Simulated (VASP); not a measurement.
Ta2AlN3:

```xyz
6
Lattice="5.4835 0.0000 0.0000 -2.7417 4.7488 0.0000 0.0000 0.0000 3.0718" Properties=species:S:1:pos:R:3 pbc="T T T"
Ta    0.0000    3.1659    1.5359
Ta    2.7417    1.5829    1.5359
Al    0.0000    0.0000    0.0000
N     2.7417    0.0000    0.0000
N     1.3709    2.3744    0.0000
N    -1.3709    2.3744    0.0000
```

- Program: VASP 6.6.1
- Task: relaxation of cell and atoms
- Functional: PBE
- Potentials or basis: VASP PAW PBE potentials, release 64 (Ta_pv, Al, N)
- Cutoff: 600 eV
- k mesh: 6 × 6 × 6
- Occupations: gaussian, width 0.1 eV
- Spin: no spin polarisation

At the start: pressure -21.0 GPa; volume 13.33 Å³/atom.

Task: How do energy, volume and symmetry change on relaxing?

Result: Over 7 steps the energy falls by 148.1 meV/atom and the volume is 12.23 Å³/atom (-8.2 %); space group P6/mmm (No. 191, to 0.05 Å).

The path:
```tsv
step	energy change (eV)	largest force (eV/Å)	pressure (GPa)	volume (Å³)
1	0.0000	0.0000	-20.96	79.99
2	2.3165	0.0000	79.22	61.01
3	-0.8574	0.0000	-0.64	73.05
4	-0.8658	0.0000	1.50	72.51
5	-0.8663	0.0000	2.09	72.36
6	-0.8880	0.0000	-0.29	73.57
7	-0.8886	0.0000	0.02	73.40
```

Final structure:
```cif
data_structure
_symmetry_space_group_name_H-M 'P 1'
_symmetry_Int_Tables_number 1
_cell_length_a 5.4572
_cell_length_b 5.4572
_cell_length_c 2.8461
_cell_angle_alpha 90.000
_cell_angle_beta 90.000
_cell_angle_gamma 120.000
_cell_volume 73.40
loop_
_atom_site_label
_atom_site_type_symbol
_atom_site_fract_x
_atom_site_fract_y
_atom_site_fract_z
_atom_site_occupancy
Ta1 Ta 0.33333 0.66667 0.50000 1
Ta2 Ta 0.66667 0.33333 0.50000 1
Al1 Al 0.00000 0.00000 0.00000 1
N1 N 0.50000 0.00000 0.00000 1
N2 N 0.50000 0.50000 0.00000 1
N3 N 0.00000 0.50000 0.00000 1
```
